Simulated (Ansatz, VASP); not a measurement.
## One calculation of Be2Cd2O, two programs

```
CELL_PARAMETERS angstrom
3.69389 0.00000 0.00000
-1.84695 3.19901 0.00000
0.00000 0.00000 6.25346
ATOMIC_POSITIONS crystal
Be 0.33333 0.66667 0.63180
Be 0.66667 0.33333 0.36820
Cd 0.33333 0.66667 0.26060
Cd 0.66667 0.33333 0.73940
O 0.00000 0.00000 0.00000
```

Change from the starting cell: species swapped into the CaZn2P2 type (P-3m1, No. 164).

Alike in both runs: task single point; functional PBE; k mesh 6 × 6 × 4; occupations gaussian, width 0.1 eV; no spin polarisation.

```csv
,VASP,Ansatz
version,VASP 6.6.1,Ansatz 0.2.0
potentials or method,"VASP PAW PBE potentials, release 64 (Be, Cd, O), cutoff 520 eV","scalar-relativistic, plane waves, PAW"
valence electrons in the cell,34,50
```

|  | VASP | Ansatz | Ansatz less VASP |
| --- | --- | --- | --- |
| gap on the k mesh at the Fermi level (eV) | none | none | - |
| pressure (GPa) | 7.3 | 6.9 | -0.44 |
| traceless stress, the component that is largest in VASP (GPa) | -4.42 | -4.32 | +0.105 |
| rms of the force components (eV/Å) | 1.452 | 1.447 | -0.0053 |

Atom by atom the forces differ by 0.006 eV/Å (rms over components). A gap of «none» marks a metal or a gap that the smearing closes. The functional is the same, so the differences come from potentials, cutoffs and numerics. VASP's potentials hold 34 valence electrons a cell and Ansatz's 50, so a difference there can come from the potentials and not from the codes.
